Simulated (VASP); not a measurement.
# CsPbCl3 (Pm-3m) in VASP: single point with PBEsol

Aim: the single point of CsPbCl3 with PBEsol.

Everything below comes from runs of VASP 6.6.1. Logs are shortened: lines on timing, memory, paths and dates and some standing lists are left out, and cuts for length are marked.

## (1) The cell of the first run

Symmetry: Pm-3m, No. 221, cubic system. The conventional cell has a = 5.616 Å, b = 5.616 Å, c = 5.616 Å, α = 90.00°, β = 90.00°, γ = 90.00°. Within 3.7 Å of Cl (site symmetry 4/mmm) lie 2 Pb at 2.81 Å. Within 5.2 Å of Cs (site symmetry m-3m) lie 12 Cl at 3.97 Å and 8 Pb at 4.86 Å. Within 3.7 Å of Pb (site symmetry m-3m) lie 6 Cl at 2.81 Å.

## (2) Single point, PBEsol, collinear spin, zero start

Input file INCAR:

```
PREC = Accurate ; ENCUT = 520
EDIFF = 1E-6 ; ISMEAR = -1
SIGMA = 0.1 ; LREAL = F
LASPH = T ; NELM = 150
ALGO = Normal ; ISIF = 2
LWAVE = F ; LCHARG = F
ISPIN = 2 ; MAGMOM = 0 0 0 0 0
LORBIT = 11 ; GGA = PS
NBANDS = 34
```

Input file KPOINTS:

```
Automatic mesh
0
Gamma
  3 3 3
```

Input file POSCAR:

```
CsPbCl3
1.0
    5.6158713100      0.0000000000      0.0000000000
    0.0000000000      5.6158713100      0.0000000000
    0.0000000000      0.0000000000      5.6158713100
Cl Cs Pb
3 1 1
Direct
    0.0000000000      0.5000000000      0.5000000000
    0.5000000000      0.0000000000      0.5000000000
    0.5000000000      0.5000000000      0.0000000000
    0.0000000000      0.0000000000      0.0000000000
    0.5000000000      0.5000000000      0.5000000000
```

Potentials or basis: VASP PAW PBE potentials, release 64 (Cl, Cs_sv, Pb_d).

Command:

```bash
$ cat potpaw_PBE.64/Cl/POTCAR potpaw_PBE.64/Cs_sv/POTCAR potpaw_PBE.64/Pb_d/POTCAR > POTCAR
$ mpirun -np 1 vasp_std > vasp.out
```

OUTCAR:

```text
PREC = Accurate
   ENCUT = 520
   EDIFF = 1E-6
   ISMEAR = -1
   LREAL = F
   LASPH = T
   NELM = 150
   ISIF = 2
   ISPIN = 2
   LORBIT = 11
   GGA = PS

 ion  position               nearest neighbor table
   1  0.000  0.500  0.500-   5 2.81   5 2.81
   2  0.500  0.000  0.500-   5 2.81   5 2.81
   3  0.500  0.500  0.000-   5 2.81   5 2.81
   4  0.000  0.000  0.000-
   5  0.500  0.500  0.500-   1 2.81   2 2.81   3 2.81   3 2.81   2 2.81   1 2.81

  LATTYP: Found a simple cubic cell.
 ALAT       =     5.6158713100

  Lattice vectors:

 A1 = (   5.6158713100,   0.0000000000,   0.0000000000)
 A2 = (   0.0000000000,   5.6158713100,   0.0000000000)
 A3 = (   0.0000000000,   0.0000000000,   5.6158713100)

Analysis of symmetry for initial positions (statically):
=====================================================================
 Subroutine PRICEL returns:
 Original cell was already a primitive cell.

 Routine SETGRP: Setting up the symmetry group for a
 simple cubic supercell.

 Subroutine GETGRP returns: Found 48 space group operations
 (whereof 48 operations were pure point group operations)
 out of a pool of 48 trial point group operations.

The static configuration has the point symmetry O_h .

Analysis of symmetry for dynamics (positions and initial velocities):
=====================================================================
 Subroutine PRICEL returns:
 Original cell was already a primitive cell.

 Routine SETGRP: Setting up the symmetry group for a
 simple cubic supercell.

 Subroutine GETGRP returns: Found 48 space group operations
 (whereof 48 operations were pure point group operations)
 out of a pool of 48 trial point group operations.

The dynamic configuration has the point symmetry O_h .

Analysis of structural, dynamic, and magnetic symmetry:
=====================================================================
 Subroutine PRICEL returns:
 Original cell was already a primitive cell.

 Routine SETGRP: Setting up the symmetry group for a
 simple cubic supercell.

 Subroutine GETGRP returns: Found 48 space group operations
 (whereof 48 operations were pure point group operations)
 out of a pool of 48 trial point group operations.

The overall configuration has the point symmetry O_h .

 Subroutine INISYM returns: Found 48 space group operations
 (whereof 48 operations are pure point group operations),
 and found     1 'primitive' translations

----------------------------------------------------------------------------------------

                                     Primitive cell

  volume of cell :     177.1134

  direct lattice vectors                    reciprocal lattice vectors
     5.615871310  0.000000000  0.000000000     0.178066758  0.000000000  0.000000000
     0.000000000  5.615871310  0.000000000     0.000000000  0.178066758  0.000000000
     0.000000000  0.000000000  5.615871310     0.000000000  0.000000000  0.178066758

  length of vectors
     5.615871310  5.615871310  5.615871310     0.178066758  0.178066758  0.178066758

  position of ions in fractional coordinates (direct lattice)
     0.000000000  0.500000000  0.500000000
     0.500000000  0.000000000  0.500000000
     0.500000000  0.500000000  0.000000000
     0.000000000  0.000000000  0.000000000
     0.500000000  0.500000000  0.500000000

  ion indices of the primitive-cell ions
   primitive index   ion index
                 1           1
                 2           2
                 3           3
                 4           4
                 5           5

----------------------------------------------------------------------------------------

 KPOINTS: Automatic mesh

Automatic generation of k-mesh.
 Grid dimensions read from file:
 generate k-points for:    3    3    3

 Generating k-lattice:

  Cartesian coordinates                     Fractional coordinates (reciprocal lattice)
     0.059355586  0.000000000  0.000000000     0.333333333  0.000000000  0.000000000
     0.000000000  0.059355586  0.000000000     0.000000000  0.333333333  0.000000000
     0.000000000  0.000000000  0.059355586     0.000000000  0.000000000  0.333333333

  Length of vectors
     0.059355586  0.059355586  0.059355586

  Shift w.r.t. Gamma in fractional coordinates (k-lattice)
     0.000000000  0.000000000  0.000000000

 Subroutine IBZKPT returns following result:
 ===========================================

 Found      4 irreducible k-points:

 Following reciprocal coordinates:
            Coordinates               Weight
  0.000000  0.000000  0.000000      1.000000
  0.333333  0.000000  0.000000      6.000000
  0.333333  0.333333  0.000000     12.000000
  0.333333  0.333333  0.333333      8.000000
   k-points           NKPTS =      4   k-points in BZ     NKDIM =      4   number of bands    NBANDS=     34
   number of dos      NEDOS =    301   number of ions     NIONS =      5
   total plane-waves  NPLWV =  74088
   dimension x,y,z NGX =    42 NGY =   42 NGZ =   42
   dimension x,y,z NGXF=    84 NGYF=   84 NGZF=   84
   ions per type =               3   1   1
   NGX,Y,Z   is equivalent  to a cutoff of  12.43, 12.43, 12.43 a.u.
   NGXF,Y,Z  is equivalent  to a cutoff of  24.87, 24.87, 24.87 a.u.
 SYSTEM =  unknown system
   PREC   = accura    normal or accurate (medium, high low for compatibility)
   ISTART =      0    job   : 0-new  1-cont  2-samecut
   ICHARG =      2    charge: 1-file 2-atom 10-const
   ISPIN  =      2    spin polarized calculation?
   LNONCOLLINEAR =      F non collinear calculations
   LSORBIT =      F    spin-orbit coupling
   LASPH  =      T    aspherical Exc in radial PAW
   ENCUT  =  520.0 eV  38.22 Ry    6.18 a.u.  10.44 10.44 10.44*2*pi/ulx,y,z
   NELM   =    150;   NELMIN=  2; NELMDL= -5     # of ELM steps
   EDIFF  = 0.1E-05   stopping-criterion for ELM
   LREAL  =      F    real-space projection
   EDIFFG = 0.1E-04   stopping-criterion for IOM
   NSW    =      0    number of steps for IOM
   IBRION =     -1    ionic relax: 0-MD 1-quasi-New 2-CG
   NFREE  =      0    steps in history (QN), initial steepest desc. (CG)
   ISIF   =      2    stress and relaxation
   ISYM   =      2    0-nonsym 1-usesym 2-fastsym
   POTIM  = 0.5000    time-step for ionic-motion
   TEBEG  =    0.0;   TEEND  =   0.0 temperature during run
   PSTRESS=    0.0 pullay stress
   NELECT =      44.0000    total number of electrons
   NUPDOWN=      -1.0000    fix difference up-down
   EMIN   =  10.00;   EMAX   =-10.00  energy-range for DOS
   EFERMI =   0.00;   METHOD = LEGACY
   ISMEAR =    -1;   SIGMA  =   0.10  broadening in eV -4-tet -1-fermi 0-gaus
   EFERMI_NEDOS =   21; number of points for ismear=-14 and -15
   IALGO  =     38    algorithm
   IMIX   =      4    mixing-type and parameters
     AMIX     =   0.40;   BMIX     =  1.00
     AMIX_MAG =   1.60;   BMIX_MAG =  1.00
  volume/ion in A,a.u.               =      35.42       239.04
  Fermi-wavevector in a.u.,A,eV,Ry     =   1.029142  1.944796 14.410379  1.059133
  Thomas-Fermi vector in A             =   2.163174
   LORBIT       =     11    0 simple, 1 ext, 2 COOP (PROOUT), +10 PAW based schemes
   GGA     = PS    functional components
   LHFCALC =     F    Hartree Fock is set to
   AEXX    =    0.0000 exact exchange contribution
   IVDW    =     0    specifies the selected vdW correction
   LEPSILON=     F    determine dielectric tensor
   LRPA    =     F    only Hartree local field effects (RPA)
 spin polarized calculation
  energy-cutoff  :      520.00
  volume of cell :      177.11
 maximum number of plane-waves:      4801
 NGX is ok and might be reduce to    42
   NGX = 21   NGY = 21   NGZ = 21

 number of electron      44.0000008 magnetization       0.0000000

 number of electron      44.0000008 magnetization      -0.0000000

 Free energy of the ion-electron system (eV)
  ---------------------------------------------------
  ext. energy  EPLUGINS =         0.00000000
  ---------------------------------------------------
  free energy    TOTEN  =       -18.48214665 eV

  energy without entropy =      -18.48214665  energy(sigma->0) =      -18.48214665

 E-fermi :   2.4049     XC(G=0):  -7.9844

 val. band max:        0.3379423099   @ k =   0.3333   0.3333   0.3333
 cond. band min:       4.5325701462   @ k =   0.3333   0.3333   0.3333
 fundamental gap:      4.1946278364
 Fermi energy:         2.4048723674

 spin component 1

 k-point     1 :       0.0000    0.0000    0.0000
  band No.  band energies     occupation
      1     -19.6832      1.00000
      2     -15.0782      1.00000
      3     -15.0782      1.00000
      4     -14.8255      1.00000
      5     -14.8255      1.00000
      6     -14.8255      1.00000
[... 26 lines left out ...]
     33       9.9205      0.00000
     34       9.9205      0.00000

 k-point     2 :       0.3333    0.0000    0.0000
  band No.  band energies     occupation
      1     -19.6816      1.00000
      2     -15.0780      1.00000
      3     -14.9987      1.00000
      4     -14.8266      1.00000
      5     -14.8266      1.00000
      6     -14.8255      1.00000
[... 26 lines left out ...]
     33       9.6808      0.00000
     34       9.6848      0.00000

 k-point     3 :       0.3333    0.3333    0.0000
  band No.  band energies     occupation
      1     -19.6802      1.00000
      2     -15.0410      1.00000
      3     -14.9483      1.00000
      4     -14.8277      1.00000
      5     -14.8266      1.00000
      6     -14.8266      1.00000
[... 26 lines left out ...]
     33       9.2284      0.00000
     34       9.9039      0.00000

 k-point     4 :       0.3333    0.3333    0.3333
  band No.  band energies     occupation
      1     -19.6789      1.00000
      2     -14.9482      1.00000
      3     -14.9482      1.00000
      4     -14.8278      1.00000
      5     -14.8278      1.00000
      6     -14.8277      1.00000
[... 26 lines left out ...]
     33       9.7598      0.00000
     34       9.7599      0.00000
 Fermi energy:         2.4048723674

 spin component 2

 k-point     1 :       0.0000    0.0000    0.0000
  band No.  band energies     occupation
      1     -19.6832      1.00000
      2     -15.0782      1.00000
      3     -15.0782      1.00000
      4     -14.8255      1.00000
      5     -14.8255      1.00000
      6     -14.8255      1.00000
[... 26 lines left out ...]
     33       9.9205      0.00000
     34       9.9205      0.00000

 k-point     2 :       0.3333    0.0000    0.0000
  band No.  band energies     occupation
      1     -19.6816      1.00000
      2     -15.0780      1.00000
      3     -14.9987      1.00000
      4     -14.8266      1.00000
      5     -14.8266      1.00000
      6     -14.8255      1.00000
[... 26 lines left out ...]
     33       9.6808      0.00000
     34       9.6976      0.00000

 k-point     3 :       0.3333    0.3333    0.0000
  band No.  band energies     occupation
      1     -19.6802      1.00000
      2     -15.0410      1.00000
      3     -14.9483      1.00000
      4     -14.8277      1.00000
      5     -14.8266      1.00000
      6     -14.8266      1.00000
[... 26 lines left out ...]
     33       9.2283      0.00000
     34       9.9038      0.00000

 k-point     4 :       0.3333    0.3333    0.3333
  band No.  band energies     occupation
      1     -19.6789      1.00000
      2     -14.9482      1.00000
      3     -14.9482      1.00000
      4     -14.8278      1.00000
      5     -14.8278      1.00000
      6     -14.8277      1.00000
[... 26 lines left out ...]
     33       9.7598      0.00000
     34       9.7601      0.00000

------------------------ aborting loop because EDIFF is reached ----------------------------------------

  FORCE on cell =-STRESS in cart. coord.  units (eV):
  Direction    XX          YY          ZZ          XY          YZ          ZX
  --------------------------------------------------------------------------------------
  -------------------------------------------------------------------------------------
  Total       -0.3133269     -0.3133269     -0.3133269     -0.0000000     -0.0000000      0.0000000
  in kB       -2.8343717     -2.8343717     -2.8343717     -0.0000000     -0.0000000      0.0000000
  external PRESSURE =      -2.8343717 kB  Pullay stress =       0.0000000 kB

 VOLUME and BASIS-vectors are now :
 -----------------------------------------------------------------------------
  energy-cutoff  :      520.00
  volume of cell :      177.11
      direct lattice vectors                 reciprocal lattice vectors
     5.615871310  0.000000000  0.000000000     0.178066758  0.000000000  0.000000000
     0.000000000  5.615871310  0.000000000     0.000000000  0.178066758  0.000000000
     0.000000000  0.000000000  5.615871310     0.000000000  0.000000000  0.178066758

 POSITION                                       TOTAL-FORCE (eV/Angst)
 -----------------------------------------------------------------------------------
      0.00000      2.80794      2.80794         0.000000      0.000000      0.000000
      2.80794      0.00000      2.80794         0.000000      0.000000      0.000000
      2.80794      2.80794      0.00000         0.000000      0.000000      0.000000
      0.00000      0.00000      0.00000         0.000000      0.000000      0.000000
      2.80794      2.80794      2.80794         0.000000      0.000000      0.000000
 -----------------------------------------------------------------------------------
    total drift:                                0.000000     -0.000000     -0.000000

  FREE ENERGIE OF THE ION-ELECTRON SYSTEM (eV)
  ---------------------------------------------------
  free  energy   TOTEN  =       -18.4821466490 eV

  energy  without entropy=      -18.4821466460  energy(sigma->0) =      -18.48214665

 total charge

# of ion       s       p       d       tot
------------------------------------------
    1        1.592   3.492   0.000   5.084
    2        1.592   3.492   0.000   5.084
    3        1.592   3.492   0.000   5.084
    4        1.840   4.701   0.011   6.552
    5        1.494   0.467   9.855  11.817
--------------------------------------------------
tot          8.109  15.645   9.867  33.621

 magnetization (x)

# of ion       s       p       d       tot
------------------------------------------
    1       -0.000  -0.000   0.000  -0.000
    2       -0.000  -0.000   0.000  -0.000
    3       -0.000  -0.000   0.000  -0.000
    4        0.000   0.000   0.000   0.000
    5        0.000   0.000   0.000   0.000
--------------------------------------------------
tot         -0.000   0.000   0.000  -0.000
```

Run time: 84 s. Hardware: 1 thread of Intel Xeon Platinum 8259CL at 2.50GHz (Skylake/Cascade Lake), shared host; peak memory 0.32 GiB.

Results:

```
Free energy                                           : -18.4821 eV
Pressure                                              : -0.3 GPa
Band gap on the k mesh                                : 4.19 eV, direct
Net moment                                            : 0.00 μB per cell
Valence electrons inside the program's atomic spheres : Cl 5.08; Cs 6.55; Pb 11.82
```

Levels at points of the mesh, in eV from the valence-band top:
Spin up:
```
           k point  band 20  band 21  band 22  band 23  band 24  band 25
(0.00, 0.00, 0.00)    -1.20    -1.20    -1.20     4.53     5.54     5.54
```
Spin down:
```tsv
k point	band 19	band 20	band 21	band 22	band 23	band 24	band 25	band 26
(0.00, 0.00, 0.00)	-1.31	-1.20	-1.20	-1.20	4.53	5.54	5.54	6.44
```

Caveat: the PAW data sets were made with another functional, which shifts forces and pressure a little; spin-orbit coupling is left out, which moves the levels of the heavy elements. A k mesh can miss the band edges.
